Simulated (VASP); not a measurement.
# Na2S (Fm-3m) in VASP: a series of runs, part 3 of 3

VASP 6.6.1. The steps go on from the part before.

## (4) Vibrations by perturbation theory, PBEsol

This run uses another cell than the first one, of 22.90 Å³/atom.

INCAR reads:

```
SYSTEM = Na2S
PREC = Accurate
ENCUT = 500
EDIFF = 1E-8
ISMEAR = 0
SIGMA = 0.01
LREAL = .FALSE.
LASPH = .TRUE.
NELM = 120
ALGO = Normal
ISIF = 2
LWAVE = .FALSE.
LCHARG = .TRUE.
GGA = PS
NBANDS = 17
IBRION = 8
NSW = 1
GGA_COMPAT = .FALSE.
```

KPOINTS reads:

```
Automatic mesh
0
G
  6 6 6
  0 0 0
```

POSCAR reads:

```
Na2S
1.0
    3.2506226757      3.2506226757      0.0000000000
   -3.2506226757      3.2506226757      0.0000000000
    0.0000000000      3.2506226757      3.2506226757
Na S
2 1
Direct
    0.2500000000      0.7500000000      0.5000000000
    0.7500000000      0.2500000000      0.5000000000
    0.0000000000      0.0000000000      0.0000000000
```

Potentials or basis: VASP PAW PBE potentials, release 64 (Na_pv, S).

The run is started by

```
$ cat potpaw_PBE.64/Na_pv/POTCAR potpaw_PBE.64/S/POTCAR > POTCAR
$ mpirun -np 1 vasp_std > vasp.out
```

OUTCAR:

```text
SYSTEM = Na2S
   PREC = Accurate
   ENCUT = 500
   EDIFF = 1E-8
   ISMEAR = 0
   LREAL = .FALSE.
   LASPH = .TRUE.
   NELM = 120
   ISIF = 2
   GGA = PS
   IBRION = 8
   NSW = 1

 ion  position               nearest neighbor table
   1  0.250  0.750  0.500-
   2  0.750  0.250  0.500-
   3  0.000  0.000  0.000-

  LATTYP: Found a face centered cubic cell.
 ALAT       =     6.5012453514

  Lattice vectors:

 A1 = (   0.0000000000,   3.2506226757,   3.2506226757)
 A2 = (   3.2506226757,   0.0000000000,   3.2506226757)
 A3 = (   3.2506226757,   3.2506226757,   0.0000000000)

[... 546 lines left out ...]
     0.00000 -0.00459 -0.00000
     0.00000 -0.00000 -0.00459

 INTERNAL STRAIN TENSOR FOR ION    3 for displacements in x,y,z  (eV/Angst):
          X           Y           Z          XY          YZ          ZX
  --------------------------------------------------------------------------------
  x     0.00000     0.00000     0.00000     0.00000     0.00000     0.00000
  y     0.00000     0.00000     0.00000     0.00000     0.00000     0.00000
  z     0.00000     0.00000     0.00000     0.00000     0.00000     0.00000

 SECOND DERIVATIVES (NOT SYMMETRIZED)
 ------------------------------------
               1X          1Y          1Z          2X          2Y          2Z          3X          3Y          3Z
  1X    -2.220773    0.000000    0.000000    0.757610    0.000000    0.000000    1.463163    0.000000    0.000000
  1Y     0.000000   -2.220773    0.000000    0.000000    0.757610    0.000000    0.000000    1.463163    0.000000
  1Z     0.000000    0.000000   -2.220773    0.000000    0.000000    0.757610    0.000000    0.000000    1.463163
  2X     0.757610    0.000000    0.000000   -2.220773    0.000000    0.000000    1.463163    0.000000    0.000000
  2Y     0.000000    0.757610    0.000000    0.000000   -2.220773    0.000000    0.000000    1.463163    0.000000
  2Z     0.000000    0.000000    0.757610    0.000000    0.000000   -2.220773    0.000000    0.000000    1.463163
  3X     1.485771    0.000000    0.000000    1.485771    0.000000    0.000000   -2.971542    0.000000    0.000000
  3Y     0.000000    1.485771    0.000000    0.000000    1.485771    0.000000    0.000000   -2.971542    0.000000
  3Z     0.000000    0.000000    1.485771    0.000000    0.000000    1.485771    0.000000    0.000000   -2.971542

 Eigenvectors and eigenvalues of the dynamical matrix
 ----------------------------------------------------

   1 f  =    6.180895 THz    38.835712 2PiTHz  206.172481 cm-1    25.562118 meV
             X         Y         Z           dx          dy          dz
     -1.625311  4.875934  1.625311    -0.224017    0.391657    0.000000
      1.625311  4.875934  1.625311    -0.224017    0.391657   -0.000000
      0.000000  0.000000  0.000000     0.382283   -0.668359    0.000000
[... 43 lines left out ...]
   9 f/i=    0.023281 THz     0.146280 2PiTHz    0.776579 cm-1     0.096283 meV
             X         Y         Z           dx          dy          dz
     -1.625311  4.875934  1.625311     0.114018    0.532374    0.000000
      1.625311  4.875934  1.625311     0.114018    0.532374    0.000000
      0.000000  0.000000  0.000000     0.133628    0.623939    0.000000

--------------------------------------------------------------------------------------------------------

 ELASTIC MODULI CONTR FROM IONIC RELAXATION (kBar)
 Direction    XX          YY          ZZ          XY          YZ          ZX
 --------------------------------------------------------------------------------
 XX          -0.0000      0.0000      0.0000     -0.0000      0.0000      0.0000
 YY           0.0000     -0.0000     -0.0000     -0.0000     -0.0000      0.0000
 ZZ           0.0000     -0.0000     -0.0000      0.0000     -0.0000      0.0000
 XY          -0.0000     -0.0000      0.0000    -33.9229      0.0000     -0.0000
 YZ           0.0000     -0.0000     -0.0000      0.0000    -33.9229      0.0000
 ZX           0.0000      0.0000      0.0000     -0.0000      0.0000    -33.9229
 --------------------------------------------------------------------------------
```

OSZICAR:

```text
N       E                     dE             d eps       ncg     rms          rms(c)
DAV:   1     0.143714956367E+03    0.14371E+03   -0.99975E+03   544   0.118E+03
DAV:   2    -0.135978290086E+01   -0.14507E+03   -0.14149E+03   609   0.313E+02
DAV:   3    -0.109947667910E+02   -0.96350E+01   -0.96007E+01   676   0.832E+01
[... 52 lines left out ...]
RMM:  11    -0.111732179267E+00   -0.31022E-07    0.88176E-09  2057   0.663E-05    0.289E-06
RMM:  12    -0.111732162562E+00    0.16705E-07    0.23379E-07  2000   0.535E-05    0.480E-06
RMM:  13    -0.111732159404E+00    0.31580E-08    0.17261E-07  1783   0.507E-05    0.168E-06
RMM:  14    -0.111732157190E+00    0.22140E-08    0.11888E-07  1397   0.495E-05    0.435E-07
RMM:  15    -0.111732156908E+00    0.28228E-09    0.10902E-07  1255   0.491E-05    0.350E-07
RMM:  16    -0.111732156671E+00    0.23652E-09    0.10712E-07  1223   0.490E-05    0.635E-08
 Linear response finished
```

Wall time 1.9 min (1 thread of Intel Xeon Platinum 8559C (Emerald Rapids), shared host); peak memory 0.29 GiB.

Results:

```
Highest phonon frequency at Γ, LO-TO splitting left out : 206 cm⁻¹
```

Phonon frequencies in cm⁻¹ (negative: imaginary):
| q point | frequencies |
| --- | --- |
| (0.000, 0.000, 0.000) | -1 -1 -1 188 188 188 206 206 206 |

Caveat: the PAW data sets were made with another functional, which shifts forces and pressure a little.

## (5) Vibrations by perturbation theory, PBEsol

This run uses another cell than the first one, of 24.82 Å³/atom.

INCAR reads:

```
PREC     = Accurate       # precision mode
ENCUT    = 500            # plane-wave cutoff, eV
EDIFF    = 1E-8           # SCF threshold, eV
ISMEAR   = 0              # smearing method
SIGMA    = 0.01           # smearing width, eV
LREAL    = F              # projectors in reciprocal space
LASPH    = T              # aspherical terms in the spheres
NELM     = 120            # most SCF steps
ALGO     = Normal         # electronic algorithm
ISIF     = 2              # what is computed and relaxed
LWAVE    = F              # write WAVECAR
LCHARG   = F              # write CHGCAR
GGA      = PS             # functional
IBRION   = 8              # ionic algorithm
NSW      = 1              # ionic steps
GGA_COMPAT= F
```

KPOINTS reads:

```
Automatic mesh
0
Gamma
  6 6 6
```

POSCAR reads:

```
Na2S
1.0
    3.3392020904      3.3392020904      0.0000000000
   -3.3392020904      3.3392020904      0.0000000000
    0.0000000000      3.3392020904      3.3392020904
Na S
2 1
Direct
    0.2500000000      0.7500000000      0.5000000000
    0.7500000000      0.2500000000      0.5000000000
    0.0000000000      0.0000000000      0.0000000000
```

Potentials or basis: VASP PAW PBE potentials, release 64 (Na_pv, S).

The run is started by

```
$ cat potpaw_PBE.64/Na_pv/POTCAR potpaw_PBE.64/S/POTCAR > POTCAR
$ mpirun -np 1 vasp_std > vasp.out
```

OUTCAR:

```text
PREC = Accurate
   ENCUT = 500
   EDIFF = 1E-8
   ISMEAR = 0
   LREAL = F
   LASPH = T
   NELM = 120
   ISIF = 2
   GGA = PS
   IBRION = 8
   NSW = 1

 ion  position               nearest neighbor table
   1  0.250  0.750  0.500-
   2  0.750  0.250  0.500-
   3  0.000  0.000  0.000-

  LATTYP: Found a face centered cubic cell.
 ALAT       =     6.6784041808

  Lattice vectors:

[... 519 lines left out ...]
  2Y     0.000000    0.710474    0.000000    0.000000   -1.783359    0.000000    0.000000    1.072886    0.000000
  2Z     0.000000    0.000000    0.710474    0.000000    0.000000   -1.783359    0.000000    0.000000    1.072886
  3X     1.057496   -0.000000   -0.000000    1.057496    0.000000    0.000000   -2.114993    0.000000    0.000000
  3Y    -0.000000    1.057496    0.000000    0.000000    1.057496    0.000000    0.000000   -2.114993    0.000000
  3Z     0.000000    0.000000    1.057496   -0.000000   -0.000000    1.057496    0.000000    0.000000   -2.114993

 Eigenvectors and eigenvalues of the dynamical matrix
 ----------------------------------------------------

   1 f  =    5.246514 THz    32.964820 2PiTHz  175.004869 cm-1    21.697829 meV
             X         Y         Z           dx          dy          dz
     -1.669601  5.008803  1.669601    -0.279287   -0.351633    0.074398
      1.669601  5.008803  1.669601    -0.279287   -0.351633    0.074398
      0.000000  0.000000  0.000000     0.469557    0.591191   -0.125084
[... 43 lines left out ...]
   9 f/i=    0.018670 THz     0.117305 2PiTHz    0.622753 cm-1     0.077211 meV
             X         Y         Z           dx          dy          dz
     -1.669601  5.008803  1.669601    -0.041170    0.204331   -0.499372
      1.669601  5.008803  1.669601    -0.041170    0.204331   -0.499372
      0.000000  0.000000  0.000000    -0.048974    0.243067   -0.594040

--------------------------------------------------------------------------------------------------------

 ELASTIC MODULI CONTR FROM IONIC RELAXATION (kBar)
 Direction    XX          YY          ZZ          XY          YZ          ZX
 --------------------------------------------------------------------------------
 XX          -0.0000     -0.0000     -0.0000     -0.0000     -0.0000     -0.0000
 YY          -0.0000     -0.0000     -0.0000     -0.0000     -0.0000     -0.0000
 ZZ          -0.0000     -0.0000     -0.0000     -0.0000     -0.0000     -0.0000
 XY          -0.0000     -0.0000     -0.0000     -7.5453     -0.0000     -0.0000
 YZ          -0.0000     -0.0000     -0.0000     -0.0000     -7.5453     -0.0000
 ZX          -0.0000     -0.0000     -0.0000     -0.0000     -0.0000     -7.5453
 --------------------------------------------------------------------------------
```

OSZICAR:

```text
N       E                     dE             d eps       ncg     rms          rms(c)
DAV:   1     0.137729326462E+03    0.13773E+03   -0.10214E+04   448   0.139E+03
DAV:   2     0.780761965482E+00   -0.13695E+03   -0.13486E+03   478   0.348E+02
[... 46 lines left out ...]
RMM:  10    -0.111650011770E+00   -0.13278E-05   -0.83373E-07  1506   0.219E-04    0.108E-04
RMM:  11    -0.111650633757E+00   -0.62199E-06    0.13084E-08  1470   0.110E-04    0.726E-05
RMM:  12    -0.111650672792E+00   -0.39035E-07    0.10523E-06  1647   0.520E-05    0.162E-05
RMM:  13    -0.111650636650E+00    0.36142E-07    0.46476E-07  1516   0.129E-05    0.974E-06
RMM:  14    -0.111650625251E+00    0.11398E-07    0.42104E-08  1421   0.976E-06    0.346E-06
RMM:  15    -0.111650626126E+00   -0.87457E-09   -0.26238E-09  1206   0.372E-06    0.769E-07
 Linear response finished
```

Run time: 81 s. Hardware: 1 thread of Intel Xeon Platinum 8559C (Emerald Rapids), shared host; peak memory 0.28 GiB.

Results:

- Highest phonon frequency at Γ, LO-TO splitting left out: 175 cm⁻¹

Phonon frequencies in cm⁻¹ (negative: imaginary):
| q point | frequencies |
| --- | --- |
| (0.000, 0.000, 0.000) | -1 -1 -1 172 172 172 175 175 175 |

Caveat: the cell stands under pressure or tension, which shifts response properties; the PAW data sets were made with another functional, which shifts forces and pressure a little.
